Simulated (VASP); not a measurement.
# PbO (Pbcm) in VASP: further runs

PbO is run at these levels: r2SCAN, PBEsol; tasks: single point.

Everything below comes from runs of VASP 6.6.1. Logs are shortened: lines on timing, memory, paths and dates and some standing lists are left out, and cuts for length are marked.

## (1) The cell of the first run

It takes space group Pbcm (No. 57, orthorhombic). Conventional cell: a = 5.876 Å, b = 5.476 Å, c = 4.743 Å, α = 90.00°, β = 90.00°, γ = 90.00°. Pb (site symmetry m) has 4 O at 2.17 to 2.50 Å within 2.9 Å. Within 3.2 Å of O (site symmetry m) lie 5 Pb at 2.17 to 3.16 Å and 6 O at 2.97 to 3.15 Å.

## (2) Single point, r2SCAN

The input, POSCAR:

```
PbO
1.0
    5.8760000000      0.0000000000      0.0000000000
    0.0000000000      5.4760000000      0.0000000000
    0.0000000000      0.0000000000      4.7430000000
Pb O
4 4
Direct
    0.7690000000      0.5140000000      0.2500000000
    0.2310000000      0.4860000000      0.7500000000
    0.7690000000      0.9860000000      0.7500000000
    0.2310000000      0.0140000000      0.2500000000
    0.1320000000      0.5820000000      0.2500000000
    0.8680000000      0.4180000000      0.7500000000
    0.1320000000      0.9180000000      0.7500000000
    0.8680000000      0.0820000000      0.2500000000
```

The input, INCAR.step1:

```
ALGO = Normal
EDIFF = 1E-4
ENCUT = 520
GGA = PE
ISMEAR = -1
LASPH = True
LCHARG = False
LREAL = False
LWAVE = True
NBANDS = 50
NELM = 100
PREC = Accurate
SIGMA = 0.05
```

The input, INCAR.step2:

```
ALGO = Normal
EDIFF = 1E-6
ENCUT = 520
ISIF = 2
ISMEAR = -1
ISTART = 1
LASPH = True
LCHARG = False
LMIXTAU = True
LREAL = False
LWAVE = False
METAGGA = R2SCAN
NBANDS = 50
NELM = 100
PREC = Accurate
SIGMA = 0.05
```

The input, KPOINTS:

```
k-points
0
Gamma
  5 5 6
```

Potentials or basis: VASP PAW PBE potentials, release 64 (Pb_d, O).

Command:

```console
> cat potpaw_PBE.64/Pb_d/POTCAR potpaw_PBE.64/O/POTCAR > POTCAR
> cp INCAR.step1 INCAR
> mpirun -np 1 vasp_std > vasp.out
> cp INCAR.step2 INCAR
> mpirun -np 1 vasp_std > vasp.out
```

OUTCAR:

```text
EDIFF = 1E-6
   ENCUT = 520
   ISIF = 2
   ISMEAR = -1
   ISTART = 1
   LASPH = True
   LREAL = False
   METAGGA = R2SCAN
   NELM = 100
   PREC = Accurate

 ion  position               nearest neighbor table
   1  0.769  0.514  0.250-   5 2.17   8 2.44   6 2.50   6 2.50   3 3.51   3 3.51   2 3.61   2 3.61
                             3 3.74   3 3.74   4 3.86   4 3.86   2 3.95   2 3.95
   2  0.231  0.486  0.750-   6 2.17   7 2.44   5 2.50   5 2.50   4 3.51   4 3.51   1 3.61   1 3.61
                             4 3.74   4 3.74   3 3.86   3 3.86   1 3.95   1 3.95
   3  0.769  0.986  0.750-   7 2.17   6 2.44   8 2.50   8 2.50   1 3.51   1 3.51   4 3.61   4 3.61
                             1 3.74   1 3.74   2 3.86   2 3.86   4 3.95   4 3.95
   4  0.231  0.014  0.250-   8 2.17   5 2.44   7 2.50   7 2.50   2 3.51   2 3.51   3 3.61   3 3.61
                             2 3.74   2 3.74   1 3.86   1 3.86   3 3.95   3 3.95
   5  0.132  0.582  0.250-   1 2.17   4 2.44   2 2.50   2 2.50
   6  0.868  0.418  0.750-   2 2.17   3 2.44   1 2.50   1 2.50
   7  0.132  0.918  0.750-   3 2.17   2 2.44   4 2.50   4 2.50
   8  0.868  0.082  0.250-   4 2.17   1 2.44   3 2.50   3 2.50

  LATTYP: Found a simple orthorhombic cell.
 ALAT       =     4.7430000000
 B/A-ratio  =     1.1545435378
 C/A-ratio  =     1.2388783470

  Lattice vectors:

 A1 = (   0.0000000000,   0.0000000000,  -4.7430000000)
 A2 = (   0.0000000000,   5.4760000000,   0.0000000000)
 A3 = (   5.8760000000,   0.0000000000,   0.0000000000)

Analysis of symmetry for initial positions (statically):
=====================================================================
 Subroutine PRICEL returns:
 Original cell was already a primitive cell.

 Routine SETGRP: Setting up the symmetry group for a
 simple orthorhombic supercell.

 Subroutine GETGRP returns: Found  8 space group operations
 (whereof  2 operations were pure point group operations)
 out of a pool of  8 trial point group operations.

The static configuration has the point symmetry S_2 .
 The point group associated with its full space group is D_2h.

Analysis of symmetry for dynamics (positions and initial velocities):
=====================================================================
 Subroutine PRICEL returns:
 Original cell was already a primitive cell.

 Routine SETGRP: Setting up the symmetry group for a
 simple orthorhombic supercell.

 Subroutine GETGRP returns: Found  8 space group operations
 (whereof  2 operations were pure point group operations)
 out of a pool of  8 trial point group operations.

The dynamic configuration has the point symmetry S_2 .
 The point group associated with its full space group is D_2h.

 Subroutine INISYM returns: Found  8 space group operations
 (whereof  2 operations are pure point group operations),
 and found     1 'primitive' translations

----------------------------------------------------------------------------------------

                                     Primitive cell

  volume of cell :     152.6154

  direct lattice vectors                    reciprocal lattice vectors
     5.876000000  0.000000000  0.000000000     0.170183799  0.000000000  0.000000000
     0.000000000  5.476000000  0.000000000     0.000000000  0.182615047  0.000000000
     0.000000000  0.000000000  4.743000000     0.000000000  0.000000000  0.210837023

  length of vectors
     5.876000000  5.476000000  4.743000000     0.170183799  0.182615047  0.210837023

  position of ions in fractional coordinates (direct lattice)
     0.769000000  0.514000000  0.250000000
     0.231000000  0.486000000  0.750000000
     0.769000000  0.986000000  0.750000000
     0.231000000  0.014000000  0.250000000
     0.132000000  0.582000000  0.250000000
     0.868000000  0.418000000  0.750000000
     0.132000000  0.918000000  0.750000000
     0.868000000  0.082000000  0.250000000

  ion indices of the primitive-cell ions
   primitive index   ion index
                 1           1
                 2           2
                 3           3
                 4           4
                 5           5
                 6           6
                 7           7
                 8           8

----------------------------------------------------------------------------------------

 KPOINTS: k-points

Automatic generation of k-mesh.
 Grid dimensions read from file:
 generate k-points for:    5    5    6

 Generating k-lattice:

  Cartesian coordinates                     Fractional coordinates (reciprocal lattice)
     0.034036760  0.000000000  0.000000000     0.200000000  0.000000000  0.000000000
     0.000000000  0.036523009  0.000000000     0.000000000  0.200000000  0.000000000
     0.000000000  0.000000000  0.035139504     0.000000000  0.000000000  0.166666667

  Length of vectors
     0.034036760  0.036523009  0.035139504

  Shift w.r.t. Gamma in fractional coordinates (k-lattice)
     0.000000000  0.000000000  0.000000000

 Subroutine IBZKPT returns following result:
 ===========================================

 Found     36 irreducible k-points:

 Following reciprocal coordinates:
            Coordinates               Weight
  0.000000  0.000000  0.000000      1.000000
  0.200000  0.000000  0.000000      2.000000
  0.400000  0.000000  0.000000      2.000000
  0.000000  0.200000  0.000000      2.000000
  0.200000  0.200000  0.000000      4.000000
  0.400000  0.200000  0.000000      4.000000
[... 16 lines left out ...]
  0.200000  0.200000  0.333333      8.000000
  0.400000  0.200000  0.333333      8.000000
 [... further k-points ...]
   k-points           NKPTS =     36   k-points in BZ     NKDIM =     36   number of bands    NBANDS=     50
   number of dos      NEDOS =    301   number of ions     NIONS =      8
   total plane-waves  NPLWV =  72576
   dimension x,y,z NGX =    48 NGY =   42 NGZ =   36
   dimension x,y,z NGXF=    96 NGYF=   84 NGZF=   72
   ions per type =               4   4
   NGX,Y,Z   is equivalent  to a cutoff of  13.58, 12.75, 12.62 a.u.
   NGXF,Y,Z  is equivalent  to a cutoff of  27.16, 25.50, 25.24 a.u.
 SYSTEM =  unknown system
   PREC   = accura    normal or accurate (medium, high low for compatibility)
   ISTART =      1    job   : 0-new  1-cont  2-samecut
   ICHARG =      0    charge: 1-file 2-atom 10-const
   ISPIN  =      1    spin polarized calculation?
   LNONCOLLINEAR =      F non collinear calculations
   LSORBIT =      F    spin-orbit coupling
   LASPH  =      T    aspherical Exc in radial PAW
   ENCUT  =  520.0 eV  38.22 Ry    6.18 a.u.  10.93 10.18  8.82*2*pi/ulx,y,z
   NELM   =    100;   NELMIN=  2; NELMDL=  0     # of ELM steps
   EDIFF  = 0.1E-05   stopping-criterion for ELM
   LREAL  =      F    real-space projection
   EDIFFG = 0.1E-04   stopping-criterion for IOM
   NSW    =      0    number of steps for IOM
   IBRION =     -1    ionic relax: 0-MD 1-quasi-New 2-CG
   NFREE  =      0    steps in history (QN), initial steepest desc. (CG)
   ISIF   =      2    stress and relaxation
   ISYM   =      2    0-nonsym 1-usesym 2-fastsym
   POTIM  = 0.5000    time-step for ionic-motion
   TEBEG  =    0.0;   TEEND  =   0.0 temperature during run
   PSTRESS=    0.0 pullay stress
   NELECT =      80.0000    total number of electrons
   NUPDOWN=      -1.0000    fix difference up-down
   EMIN   =  10.00;   EMAX   =-10.00  energy-range for DOS
   EFERMI =   0.00;   METHOD = LEGACY
   ISMEAR =    -1;   SIGMA  =   0.05  broadening in eV -4-tet -1-fermi 0-gaus
   EFERMI_NEDOS =   21; number of points for ismear=-14 and -15
   IALGO  =     38    algorithm
   IMIX   =      4    mixing-type and parameters
     AMIX     =   0.40;   BMIX     =  1.00
     AMIX_MAG =   1.60;   BMIX_MAG =  1.00
  volume/ion in A,a.u.               =      19.08       128.74
  Fermi-wavevector in a.u.,A,eV,Ry     =   1.319994  2.494427 23.706585  1.742385
  Thomas-Fermi vector in A             =   2.449852
   LORBIT       =      0    0 simple, 1 ext, 2 COOP (PROOUT), +10 PAW based schemes
   METAGGA = R2SCAN    functional components
   LHFCALC =     F    Hartree Fock is set to
   AEXX    =    0.0000 exact exchange contribution
   IVDW    =     0    specifies the selected vdW correction
   LEPSILON=     F    determine dielectric tensor
   LRPA    =     F    only Hartree local field effects (RPA)
 non-spin polarized calculation
  energy-cutoff  :      520.00
  volume of cell :      152.62
 maximum number of plane-waves:      4140
 NGX is ok and might be reduce to    48
   NGX = 21   NGY = 21   NGZ = 17

 number of electron      79.9999990 magnetization

 Free energy of the ion-electron system (eV)
  ---------------------------------------------------
  ext. energy  EPLUGINS =         0.00000000
  ---------------------------------------------------
  free energy    TOTEN  =      -258.55145983 eV

  energy without entropy =     -258.55145983  energy(sigma->0) =     -258.55145983

 E-fermi :   5.7072     XC(G=0): -10.7470

 val. band max:        4.5251180147   @ k =   0.0000   0.0000   0.0000
 cond. band min:       6.8706613023   @ k =   0.4000   0.4000   0.3333
 fundamental gap:      2.3455432877
 Fermi energy:         5.7071852262

 k-point     1 :       0.0000    0.0000    0.0000
  band No.  band energies     occupation
      1     -13.9107      2.00000
      2     -13.6742      2.00000
      3     -13.6082      2.00000
      4     -13.5363      2.00000
      5     -11.5073      2.00000
      6     -11.4468      2.00000
[... 42 lines left out ...]
     49      12.7097      0.00000
     50      13.1983      0.00000

 k-point     2 :       0.2000    0.0000    0.0000
  band No.  band energies     occupation
      1     -13.9001      2.00000
      2     -13.6677      2.00000
      3     -13.5993      2.00000
      4     -13.5280      2.00000
      5     -11.5038      2.00000
      6     -11.4505      2.00000
[... 42 lines left out ...]
     49      12.5946      0.00000
     50      12.6409      0.00000

 k-point     3 :       0.4000    0.0000    0.0000
  band No.  band energies     occupation
      1     -13.8829      2.00000
      2     -13.6570      2.00000
      3     -13.5848      2.00000
      4     -13.5144      2.00000
      5     -11.4966      2.00000
      6     -11.4581      2.00000
[... 42 lines left out ...]
     49      11.9153      0.00000
     50      11.9217      0.00000

 k-point     4 :       0.0000    0.2000    0.0000
  band No.  band energies     occupation
      1     -13.8758      2.00000
      2     -13.6945      2.00000
      3     -13.5714      2.00000
      4     -13.5225      2.00000
      5     -11.4806      2.00000
      6     -11.4238      2.00000
[... 999 lines left out ...]
 k-point    23 :       0.2000    0.2000    0.3333
  band No.  band energies     occupation
      1     -13.6822      2.00000
      2     -13.5753      2.00000
      3     -13.5098      2.00000
      4     -13.5055      2.00000
      5     -11.4223      2.00000
      6     -11.4013      2.00000
[... 42 lines left out ...]
     49      12.1654      0.00000
     50      12.3946      0.00000

 k-point    24 :       0.4000    0.2000    0.3333
  band No.  band energies     occupation
      1     -13.6692      2.00000
      2     -13.5650      2.00000
      3     -13.4985      2.00000
      4     -13.4937      2.00000
      5     -11.4214      2.00000
      6     -11.4059      2.00000
[... 42 lines left out ...]
     49      12.4352      0.00000
     50      12.7343      0.00000

 [... further k-points ...]

------------------------ aborting loop because EDIFF is reached ----------------------------------------

  FORCE on cell =-STRESS in cart. coord.  units (eV):
  Direction    XX          YY          ZZ          XY          YZ          ZX
  --------------------------------------------------------------------------------------
  -------------------------------------------------------------------------------------
  Total        3.2653680     -4.0572619     -1.0981736      0.0000000     -0.0000000      0.0000000
  in kB       34.2802803    -42.5936905    -11.5287767      0.0000000     -0.0000000      0.0000000
  external PRESSURE =      -6.6140623 kB  Pullay stress =       0.0000000 kB

 VOLUME and BASIS-vectors are now :
 -----------------------------------------------------------------------------
  energy-cutoff  :      520.00
  volume of cell :      152.62
      direct lattice vectors                 reciprocal lattice vectors
     5.876000000  0.000000000  0.000000000     0.170183799  0.000000000  0.000000000
     0.000000000  5.476000000  0.000000000     0.000000000  0.182615047  0.000000000
     0.000000000  0.000000000  4.743000000     0.000000000  0.000000000  0.210837023

 POSITION                                       TOTAL-FORCE (eV/Angst)
 -----------------------------------------------------------------------------------
      4.51864      2.81466      1.18575         0.004806     -1.014697      0.000000
      1.35736      2.66134      3.55725        -0.004806      1.014697     -0.000000
      4.51864      5.39934      3.55725         0.004806      1.014697      0.000000
      1.35736      0.07666      1.18575        -0.004806     -1.014697     -0.000000
      0.77563      3.18703      1.18575         0.611509      0.359038     -0.000000
      5.10037      2.28897      3.55725        -0.611509     -0.359038     -0.000000
      0.77563      5.02697      3.55725         0.611509     -0.359038      0.000000
      5.10037      0.44903      1.18575        -0.611509      0.359038     -0.000000
 -----------------------------------------------------------------------------------
    total drift:                                0.000000      0.000000     -0.000000

  FREE ENERGIE OF THE ION-ELECTRON SYSTEM (eV)
  ---------------------------------------------------
  free  energy   TOTEN  =      -258.5514598268 eV

  energy  without entropy=     -258.5514598268  energy(sigma->0) =     -258.55145983
```

It took 7.9 min on 1 thread of Intel Xeon 6975P-C (Granite Rapids), shared host; peak memory 0.41 GiB.

Results:

| Property | Result |
| --- | --- |
| Free energy | -258.5515 eV |
| Pressure | -0.7 GPa |
| Largest force | 1.015 eV/Å |
| Band gap on the k mesh | 2.35 eV (least direct gap 2.54 eV) |

Forces in eV/Å, atoms in the order of the input:
```
Pb   0.005 -1.015  0.000
Pb  -0.005  1.015  0.000
Pb   0.005  1.015  0.000
Pb  -0.005 -1.015  0.000
O    0.612  0.359  0.000
O   -0.612 -0.359  0.000
O    0.612 -0.359  0.000
O   -0.612  0.359  0.000
```

Caveat: the PAW data sets were made with another functional, which shifts forces and pressure a little; spin-orbit coupling is left out, which moves the levels of the heavy elements; an odd mesh through Γ misses points on the zone boundary, where band edges can lie. r2SCAN opens gaps a little over a GGA but as a rule still falls short of measured ones.

(Part 1 of 2 ends here.)
